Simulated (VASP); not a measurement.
MgO: single point with PBE

Crystal: MgO.

```
CELL_PARAMETERS angstrom
3.53998 0.00000 0.00000
-1.76999 3.06571 0.00000
0.00000 0.00000 4.26185
ATOMIC_POSITIONS crystal
Mg 0.66667 0.33333 0.75000
Mg 0.33333 0.66667 0.25000
O 0.66667 0.33333 0.25000
O 0.33333 0.66667 0.75000
```

This cell differs from its parent crystal: volume 11.563 Å^3 an atom, c/a of the conventional cell 1.2039.

```json
{
 "Program": "VASP 6.6.1",
 "Task": "single point",
 "Functional": "PBE",
 "Potentials or basis": "VASP PAW PBE potentials, release 64 (Mg, O)",
 "Cutoff": "520 eV",
 "k mesh": "9 × 9 × 6",
 "Occupations": "gaussian, width 0.05 eV",
 "Spin": "no spin polarisation"
}
```

```json
{
  "Pressure": "-2.5 GPa",
  "Band gap on the k mesh": "3.18 eV, direct"
}
```

Stress tensor (GPa, compression positive):
```
-2.39  0.00  0.00
 0.00 -2.39  0.00
 0.00  0.00 -2.64
```

Levels at points of the mesh, in eV from the valence-band top:
| k point | band 4 | band 5 | band 6 | band 7 | band 8 | band 9 | band 10 | band 11 | band 12 | band 13 |
| --- | --- | --- | --- | --- | --- | --- | --- | --- | --- | --- |
| (0.00, 0.00, 0.00) | -1.64 | -1.64 | -0.75 | -0.75 | 0.00 | 3.18 | 9.06 | 11.81 | 12.23 | 12.23 |
| (0.00, 0.00, 0.50) | -2.34 | -1.21 | -1.21 | -1.21 | -1.21 | 6.19 | 6.19 | 12.59 | 12.59 | 12.59 |

Run time: 32 s on 1 thread of Intel Xeon 6975P-C (shared host), peak memory 0.18 GiB.
